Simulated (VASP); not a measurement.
# PbSe (Cm) in VASP: further runs

Runs on PbSe. Level: PBE. Tasks: single point, relaxation of cell and atoms.

Program: VASP 6.6.1. These are calculated values, not measurements. Logs are shortened: lines on timing, memory, paths and dates and some standing lists are left out, and cuts for length are marked.

### Step 1. The cell of the first run

It takes space group Cm (No. 8, monoclinic). Conventional cell: a = 5.405 Å, b = 5.408 Å, c = 5.968 Å, α = 90.00°, β = 90.00°, γ = 90.00°. Within 3.7 Å of Pb (site symmetry m) lie 1 Pb at 2.81 Å and 5 Se at 2.81 to 2.90 Å. Within 3.6 Å of Pb (site symmetry m) lie 5 Se at 2.70 to 2.81 Å and 1 Pb at 2.81 Å. Within 3.7 Å of Se (site symmetry m) lie 5 Pb at 2.81 to 2.90 Å and 1 Se at 2.81 Å. Within 3.6 Å of Se (site symmetry m) lie 5 Pb at 2.70 to 2.81 Å and 1 Se at 2.81 Å.

### Step 2. Single point, PBE

The input, INCAR:

```
ALGO     = Normal         # electronic algorithm
EDIFF    = 1E-6           # SCF threshold, eV
ENCUT    = 520            # plane-wave cutoff, eV
GGA      = PE             # functional
ISIF     = 2              # what is computed and relaxed
ISMEAR   = 0              # smearing method
LASPH    = T              # aspherical terms in the spheres
LCHARG   = F              # write CHGCAR
LREAL    = F              # projectors in reciprocal space
LWAVE    = F              # write WAVECAR
NBANDS   = 28             # bands
NELM     = 60             # most SCF steps
PREC     = Accurate       # precision mode
SIGMA    = 0.1            # smearing width, eV
```

The input, KPOINTS:

```
k-points
0
Gamma
  4 4 4
```

The input, POSCAR:

```
PbSe
1.0
    2.7025060300     -2.7042368300      0.0000000000
    2.7025060300      2.7042368300      0.0000000000
    0.0000000000      0.0000000000      5.9684421400
Pb Se
2 2
Direct
    0.7500000000      0.7500000000      0.4123970000
    0.0000000000      0.0000000000      0.0000000000
    0.2500000000      0.2500000000      0.5876030000
    0.5000000000      0.5000000000      0.0000000000
```

Potentials or basis: VASP PAW PBE potentials, release 64 (Pb_d, Se).

Started as:

```
$ cat potpaw_PBE.64/Pb_d/POTCAR potpaw_PBE.64/Se/POTCAR > POTCAR
$ mpirun -np 1 vasp_std > vasp.out
```

OUTCAR:

```text
EDIFF = 1E-6
   ENCUT = 520
   GGA = PE
   ISIF = 2
   ISMEAR = 0
   LASPH = T
   LREAL = F
   NELM = 60
   PREC = Accurate

 ion  position               nearest neighbor table
   1  0.750  0.750  0.412-   2 2.81   4 2.81   3 2.90   3 2.90   3 2.90   3 2.90   2 3.76   2 3.90
                             2 3.90
   2  0.000  0.000  0.000-   4 2.70   4 2.70   4 2.70   4 2.70   1 2.81   3 2.81   1 3.76   1 3.90
                             1 3.90
   3  0.250  0.250  0.588-   2 2.81   1 2.90   1 2.90   1 2.90   1 2.90
   4  0.500  0.500  0.000-   2 2.70   2 2.70   2 2.70   2 2.70   1 2.81

  LATTYP: Found a base centered orthorhombic cell.
 ALAT       =     5.4050120600
 B/A-ratio  =     1.0006404426
 C/A-ratio  =     1.1042421504

  Lattice vectors:

 A1 = (   2.7025060300,  -2.7042368300,   0.0000000000)
 A2 = (   2.7025060300,   2.7042368300,   0.0000000000)
 A3 = (   0.0000000000,   0.0000000000,   5.9684421400)

Analysis of symmetry for initial positions (statically):
=====================================================================
 Subroutine PRICEL returns:
 Original cell was already a primitive cell.

 Routine SETGRP: Setting up the symmetry group for a
 base centered orthorhombic supercell.

 Subroutine GETGRP returns: Found  2 space group operations
 (whereof  2 operations were pure point group operations)
 out of a pool of  8 trial point group operations.

The static configuration has the point symmetry C_1h.

Analysis of symmetry for dynamics (positions and initial velocities):
=====================================================================
 Subroutine PRICEL returns:
 Original cell was already a primitive cell.

 Routine SETGRP: Setting up the symmetry group for a
 base centered orthorhombic supercell.

 Subroutine GETGRP returns: Found  2 space group operations
 (whereof  2 operations were pure point group operations)
 out of a pool of  8 trial point group operations.

The dynamic configuration has the point symmetry C_1h.

 Subroutine INISYM returns: Found  2 space group operations
 (whereof  2 operations are pure point group operations),
 and found     1 'primitive' translations

----------------------------------------------------------------------------------------

                                     Primitive cell

  volume of cell :      87.2373

  direct lattice vectors                    reciprocal lattice vectors
     2.702506030 -2.704236830  0.000000000     0.185013463 -0.184895049  0.000000000
     2.702506030  2.704236830  0.000000000     0.185013463  0.184895049  0.000000000
     0.000000000  0.000000000  5.968442140     0.000000000  0.000000000  0.167547909

  length of vectors
     3.823144736  3.823144736  5.968442140     0.261564831  0.261564831  0.167547909

  position of ions in fractional coordinates (direct lattice)
     0.750000000  0.750000000  0.412397000
     0.000000000  0.000000000  0.000000000
     0.250000000  0.250000000  0.587603000
     0.500000000  0.500000000  0.000000000

  ion indices of the primitive-cell ions
   primitive index   ion index
                 1           1
                 2           2
                 3           3
                 4           4

----------------------------------------------------------------------------------------

 KPOINTS: k-points

Automatic generation of k-mesh.
 Grid dimensions read from file:
 generate k-points for:    4    4    4

 Generating k-lattice:

  Cartesian coordinates                     Fractional coordinates (reciprocal lattice)
     0.046253366 -0.046223762  0.000000000     0.250000000 -0.000000000  0.000000000
     0.046253366  0.046223762  0.000000000    -0.000000000  0.250000000  0.000000000
     0.000000000  0.000000000  0.041886977     0.000000000  0.000000000  0.250000000

  Length of vectors
     0.065391208  0.065391208  0.041886977

  Shift w.r.t. Gamma in fractional coordinates (k-lattice)
     0.000000000  0.000000000  0.000000000

 Subroutine IBZKPT returns following result:
 ===========================================

 Found     24 irreducible k-points:

 Following reciprocal coordinates:
            Coordinates               Weight
  0.000000  0.000000  0.000000      1.000000
  0.250000  0.000000  0.000000      4.000000
  0.500000  0.000000  0.000000      2.000000
  0.250000  0.250000  0.000000      2.000000
  0.500000  0.250000  0.000000      4.000000
 -0.250000  0.250000  0.000000      2.000000
[... 16 lines left out ...]
 -0.250000  0.250000  0.500000      2.000000
  0.500000  0.500000  0.500000      1.000000
   k-points           NKPTS =     24   k-points in BZ     NKDIM =     24   number of bands    NBANDS=     28
   number of dos      NEDOS =    301   number of ions     NIONS =      4
   total plane-waves  NPLWV =  37632
   dimension x,y,z NGX =    28 NGY =   28 NGZ =   48
   dimension x,y,z NGXF=    56 NGYF=   56 NGZF=   96
   ions per type =               2   2
   NGX,Y,Z   is equivalent  to a cutoff of  12.18, 12.18, 13.37 a.u.
   NGXF,Y,Z  is equivalent  to a cutoff of  24.35, 24.35, 26.74 a.u.
 SYSTEM =  unknown system
   PREC   = accura    normal or accurate (medium, high low for compatibility)
   ISTART =      0    job   : 0-new  1-cont  2-samecut
   ICHARG =      2    charge: 1-file 2-atom 10-const
   ISPIN  =      1    spin polarized calculation?
   LNONCOLLINEAR =      F non collinear calculations
   LSORBIT =      F    spin-orbit coupling
   LASPH  =      T    aspherical Exc in radial PAW
   ENCUT  =  520.0 eV  38.22 Ry    6.18 a.u.   7.11  7.11 11.10*2*pi/ulx,y,z
   NELM   =     60;   NELMIN=  2; NELMDL= -5     # of ELM steps
   EDIFF  = 0.1E-05   stopping-criterion for ELM
   LREAL  =      F    real-space projection
   EDIFFG = 0.1E-04   stopping-criterion for IOM
   NSW    =      0    number of steps for IOM
   IBRION =     -1    ionic relax: 0-MD 1-quasi-New 2-CG
   NFREE  =      0    steps in history (QN), initial steepest desc. (CG)
   ISIF   =      2    stress and relaxation
   ISYM   =      2    0-nonsym 1-usesym 2-fastsym
   POTIM  = 0.5000    time-step for ionic-motion
   TEBEG  =    0.0;   TEEND  =   0.0 temperature during run
   PSTRESS=    0.0 pullay stress
   NELECT =      40.0000    total number of electrons
   NUPDOWN=      -1.0000    fix difference up-down
   EMIN   =  10.00;   EMAX   =-10.00  energy-range for DOS
   EFERMI =   0.00;   METHOD = LEGACY
   ISMEAR =     0;   SIGMA  =   0.10  broadening in eV -4-tet -1-fermi 0-gaus
   EFERMI_NEDOS =   21; number of points for ismear=-14 and -15
   IALGO  =     38    algorithm
   IMIX   =      4    mixing-type and parameters
     AMIX     =   0.40;   BMIX     =  1.00
     AMIX_MAG =   1.60;   BMIX_MAG =  1.00
  volume/ion in A,a.u.               =      21.81       147.18
  Fermi-wavevector in a.u.,A,eV,Ry     =   1.262391  2.385574 21.682681  1.593632
  Thomas-Fermi vector in A             =   2.395802
   LORBIT       =      0    0 simple, 1 ext, 2 COOP (PROOUT), +10 PAW based schemes
   GGA     = PE    functional components
   LHFCALC =     F    Hartree Fock is set to
   AEXX    =    0.0000 exact exchange contribution
   IVDW    =     0    specifies the selected vdW correction
   LEPSILON=     F    determine dielectric tensor
   LRPA    =     F    only Hartree local field effects (RPA)
 non-spin polarized calculation
 Gauss-broadening in eV      SIGMA  =   0.10
  energy-cutoff  :      520.00
  volume of cell :       87.24
 maximum number of plane-waves:      2366
   NGX = 15   NGY = 15   NGZ = 23

 number of electron      39.9999994 magnetization

 Free energy of the ion-electron system (eV)
  ---------------------------------------------------
  ext. energy  EPLUGINS =         0.00000000
  ---------------------------------------------------
  free energy    TOTEN  =       -12.86579330 eV

  energy without entropy =      -12.86210251  energy(sigma->0) =      -12.86394790

 E-fermi :   8.7558     XC(G=0): -10.9008

 val. band max:        8.7026515914   @ k =   0.2500   0.2500   0.0000
 cond. band min:       8.9232520873   @ k =   0.5000   0.0000   0.5000
 fundamental gap:      0.2206004959
 Fermi energy:         8.7557540147

 k-point     1 :       0.0000    0.0000    0.0000
  band No.  band energies     occupation
      1      -9.3795      2.00000
      2      -9.2221      2.00000
      3      -9.0585      2.00000
      4      -8.9402      2.00000
      5      -8.9289      2.00000
      6      -8.7221      2.00000
[... 20 lines left out ...]
     27      15.1672      0.00000
     28      15.7319      0.00000

 k-point     2 :       0.2500    0.0000    0.0000
  band No.  band energies     occupation
      1      -9.3390      2.00000
      2      -9.1656      2.00000
      3      -9.0294      2.00000
      4      -8.9821      2.00000
      5      -8.9215      2.00000
      6      -8.7347      2.00000
[... 20 lines left out ...]
     27      15.0233      0.00000
     28      15.7805      0.00000

 k-point     3 :       0.5000    0.0000    0.0000
  band No.  band energies     occupation
      1      -9.3345      2.00000
      2      -9.1310      2.00000
      3      -9.0306      2.00000
      4      -9.0014      2.00000
      5      -8.8706      2.00000
      6      -8.7487      2.00000
[... 20 lines left out ...]
     27      15.9441      0.00000
     28      16.1031      0.00000

 k-point     4 :       0.2500    0.2500    0.0000
  band No.  band energies     occupation
      1      -9.3818      2.00000
      2      -9.1543      2.00000
      3      -9.0351      2.00000
      4      -9.0147      2.00000
      5      -8.9005      2.00000
      6      -8.7642      2.00000
[... 578 lines left out ...]
     27      15.0847      0.00000
     28      16.1877      0.00000

 k-point    23 :      -0.2500    0.2500    0.5000
  band No.  band energies     occupation
      1      -9.3533      2.00000
      2      -9.2937      2.00000
      3      -9.0125      2.00000
      4      -9.0011      2.00000
      5      -8.9019      2.00000
      6      -8.7435      2.00000
[... 20 lines left out ...]
     27      14.5477      0.00000
     28      16.1057      0.00000

 k-point    24 :       0.5000    0.5000    0.5000
  band No.  band energies     occupation
      1      -9.5864      2.00000
      2      -9.3138      2.00000
      3      -9.0267      2.00000
      4      -9.0058      2.00000
      5      -8.8584      2.00000
      6      -8.8038      2.00000
[... 20 lines left out ...]
     27      17.1967      0.00000
     28      17.2066      0.00000

------------------------ aborting loop because EDIFF is reached ----------------------------------------

  FORCE on cell =-STRESS in cart. coord.  units (eV):
  Direction    XX          YY          ZZ          XY          YZ          ZX
  --------------------------------------------------------------------------------------
  -------------------------------------------------------------------------------------
  Total       18.6235147     14.5078604     13.9688150      0.0000000      0.0000000     -0.1365078
  in kB      342.0344486    266.4474530    256.5474903      0.0000000      0.0000000     -2.5070646
  external PRESSURE =     288.3431306 kB  Pullay stress =       0.0000000 kB

 VOLUME and BASIS-vectors are now :
 -----------------------------------------------------------------------------
  energy-cutoff  :      520.00
  volume of cell :       87.24
      direct lattice vectors                 reciprocal lattice vectors
     2.702506030 -2.704236830  0.000000000     0.185013463 -0.184895049  0.000000000
     2.702506030  2.704236830  0.000000000     0.185013463  0.184895049  0.000000000
     0.000000000  0.000000000  5.968442140     0.000000000  0.000000000  0.167547909

 POSITION                                       TOTAL-FORCE (eV/Angst)
 -----------------------------------------------------------------------------------
      4.05376      0.00000      2.46137        -0.789444      0.000000      2.158812
      0.00000      0.00000      0.00000         0.635336      0.000000     -1.374882
      1.35125      0.00000      3.50707        -0.098994      0.000000     -0.974719
      2.70251      0.00000      0.00000         0.253103      0.000000      0.190788
 -----------------------------------------------------------------------------------
    total drift:                               -0.000167     -0.000000      0.000902

  FREE ENERGIE OF THE ION-ELECTRON SYSTEM (eV)
  ---------------------------------------------------
  free  energy   TOTEN  =       -12.8657932978 eV

  energy  without entropy=      -12.8621025075  energy(sigma->0) =      -12.86394790
```

Run time: 42 s. Hardware: 1 thread of Intel Xeon Platinum 8259CL at 2.50GHz (Skylake/Cascade Lake), shared host; peak memory 0.21 GiB.

What came out:

* Free energy: -12.8658 eV
* Pressure: 28.8 GPa
* Largest force: 2.299 eV/Å
* Band gap on the k mesh: zero (band 20 reaches 9.12 eV, above the bottom of band 21 at 7.53 eV)

Forces in eV/Å, atoms in the order of the input:
```
Pb  -0.789  0.000  2.159
Pb   0.635  0.000 -1.375
Se  -0.099  0.000 -0.975
Se   0.253  0.000  0.191
```

Stress tensor (GPa, compression positive):
```
34.20  0.00 -0.25
 0.00 26.64  0.00
-0.25  0.00 25.65
```

Levels at points of the mesh, in eV from the Fermi level:
```csv
k point,band 18,band 19,band 20,band 21,band 22,band 23
"(0.00, 0.00, 0.00)",-3.12,-2.62,-1.01,0.59,3.28,4.08
"(0.50, 0.00, 0.00)",-2.22,-0.32,0.36,0.49,0.80,2.02
"(0.50, 0.50, 0.00)",-4.79,-4.49,-2.75,-1.23,0.71,4.38
"(0.00, 0.00, 0.50)",-3.52,-3.09,-1.23,2.11,2.46,3.71
"(0.50, 0.00, 0.50)",-2.06,-1.84,-0.55,0.17,0.67,1.19
"(0.50, 0.50, 0.50)",-5.64,-2.64,-1.23,1.62,2.18,2.42
```

Caveat: the k points lie up to 0.41 Å⁻¹ apart; spin-orbit coupling is left out, which moves the levels of the heavy elements; forces of over 1 eV/Å act on the atoms, so gaps and moduli don't describe the material at rest.

### Step 3. Relaxation of cell and atoms, PBE

The input, INCAR:

```
PREC = Accurate
ENCUT = 600
EDIFF = 1E-6
ISMEAR = 0
SIGMA = 0.1
LREAL = F
LASPH = T
NELM = 60
ALGO = Normal
ISIF = 3
LWAVE = F
LCHARG = F
GGA = PE
IBRION = 2
NSW = 90
EDIFFG = -0.04
```

The input, KPOINTS:

```
regular mesh
0
Gamma
  4 4 4
```

POSCAR is that of step 2.

Potentials or basis: VASP PAW PBE potentials, release 64 (Pb_d, Se).

Started as:

```
$ cat potpaw_PBE.64/Pb_d/POTCAR potpaw_PBE.64/Se/POTCAR > POTCAR
$ mpirun -np 1 vasp_std > vasp.out
```

It took 17 min on 1 thread of Intel Xeon Platinum 8259CL at 2.50GHz (Skylake/Cascade Lake), shared host; peak memory 0.26 GiB.

It converged, with:

```yaml
Free_energy: -16.3618 eV
Relaxed_volume: 30.20 Å³/atom
Relaxed_cell: a = 4.397 Å, b = 4.397 Å, c = 6.247 Å, α = 90.20°, β = 90.20°, γ = 89.90°
Space_group_after_relaxing_to_0.05_Å: Cmc2_1 (No. 36)
Energy_gained_by_relaxing: 873.9 meV/atom
Ionic_steps: 36
Pressure_after_relaxing: 0.0 GPa
Largest_force_after_relaxing: 0.038 eV/Å
Band_gap_on_the_k_mesh: 0.55 eV, direct
```

Forces in eV/Å, atoms in the order of the input:
```
Pb   0.037  0.000 -0.012
Pb  -0.032  0.000  0.016
Se   0.003  0.000 -0.015
Se  -0.008  0.000  0.011
```

Stress tensor (GPa, compression positive):
```
-0.05  0.00  0.09
 0.00  0.04  0.00
 0.09  0.00 -0.05
```

The path:
| step | energy change (eV) | largest force (eV/Å) | pressure (GPa) | volume (Å³) |
| --- | --- | --- | --- | --- |
| 1 | 0.0000 | 2.2986 | 28.88 | 87.24 |
| 2 | -1.8638 | 0.8338 | -5.74 | 146.77 |
| 3 | -2.4088 | 0.8127 | -0.28 | 120.44 |
| 4 | -2.5162 | 0.7851 | -0.11 | 120.26 |
| 5 | -2.7656 | 0.7227 | 0.83 | 119.64 |
| 6 | -2.8287 | 0.5796 | 3.68 | 118.15 |
| 7 | -2.8814 | 0.5369 | 2.42 | 118.78 |
| 8 | -2.9467 | 0.4650 | 1.74 | 120.40 |
| 9 | -3.0631 | 0.5116 | -0.01 | 125.37 |
| 10 | -2.9879 | 0.7023 | -2.40 | 135.62 |
| 11 | -3.0820 | 0.5610 | -0.87 | 128.53 |
| 12 | -3.1050 | 0.5163 | -0.59 | 127.61 |
| 13 | -3.1429 | 0.4778 | 0.48 | 124.84 |
| 14 | -3.1439 | 0.4811 | 0.77 | 124.20 |
| 15 | -3.1713 | 0.4274 | 0.56 | 125.04 |
| 16 | -3.2113 | 0.6236 | 0.09 | 127.54 |
| 17 | -3.2518 | 0.3831 | -0.29 | 128.80 |
| 18 | -3.2733 | 0.2568 | -0.75 | 130.59 |
| 19 | -3.3074 | 0.2604 | -0.04 | 128.31 |
| 20 | -3.3220 | 0.3494 | 0.87 | 125.70 |
| 21 | -3.3507 | 0.2881 | 0.56 | 126.22 |
| 22 | -3.3754 | 0.4529 | 0.09 | 127.10 |
| 23 | -3.3999 | 0.3798 | -0.40 | 127.79 |
| 24 | -3.4191 | 0.2522 | -1.23 | 129.07 |
| 25 | -3.4390 | 0.2186 | -0.90 | 127.25 |
| 26 | -3.4594 | 0.2571 | 0.32 | 122.13 |
| 27 | -3.4761 | 0.2043 | 0.34 | 121.20 |
| 28 | -3.4800 | 0.1683 | 0.44 | 120.47 |
| 29 | -3.4840 | 0.1273 | -0.10 | 121.77 |
| 30 | -3.4842 | 0.1170 | -0.22 | 122.11 |
| 31 | -3.4866 | 0.1093 | -0.18 | 121.87 |
| 32 | -3.4907 | 0.0889 | 0.01 | 121.13 |
| 33 | -3.4911 | 0.0843 | 0.08 | 120.83 |
| 34 | -3.4931 | 0.0587 | 0.01 | 120.91 |
| 35 | -3.4937 | 0.0451 | -0.04 | 120.97 |
| 36 | -3.4956 | 0.0385 | -0.02 | 120.80 |

Final structure:
```xyz
4
Lattice="3.1122 -3.1068 -0.0067 3.1122 3.1068 -0.0067 -0.0176 0.0000 6.2468" Properties=species:S:1:pos:R:3 pbc="T T T"
Pb    3.8188    0.0000    3.0626
Pb    0.8195    0.0000    6.1772
Se    0.7589    0.0000    3.1874
Se    3.9042    0.0000    0.0463
```

Levels at points of the mesh, in eV from the valence-band top:
| k point | band 17 | band 18 | band 19 | band 20 | band 21 | band 22 | band 23 | band 24 |
| --- | --- | --- | --- | --- | --- | --- | --- | --- |
| (0.00, 0.00, 0.00) | -2.83 | -1.59 | -1.58 | -1.55 | 3.93 | 4.62 | 4.64 | 4.71 |
| (0.50, 0.00, 0.00) | -1.37 | -1.30 | -0.63 | -0.53 | 1.49 | 1.52 | 2.31 | 2.35 |
| (0.50, 0.50, 0.00) | -2.86 | -2.86 | -2.82 | -2.80 | 3.80 | 3.85 | 5.47 | 5.49 |
| (0.00, 0.00, 0.50) | -2.24 | -2.23 | -1.44 | -1.39 | 2.43 | 2.51 | 4.60 | 4.64 |
| (0.50, 0.00, 0.50) | -1.22 | -1.20 | -0.04 | 0.00 | 0.55 | 0.57 | 1.90 | 1.92 |
| (0.50, 0.50, 0.50) | -3.77 | -3.76 | -0.68 | -0.66 | 2.03 | 2.06 | 4.94 | 4.95 |

Caveat: the volume moved by over 15 % at a fixed basis, so the end points are rough; spin-orbit coupling is left out, which moves the levels of the heavy elements. A k mesh can miss the band edges.
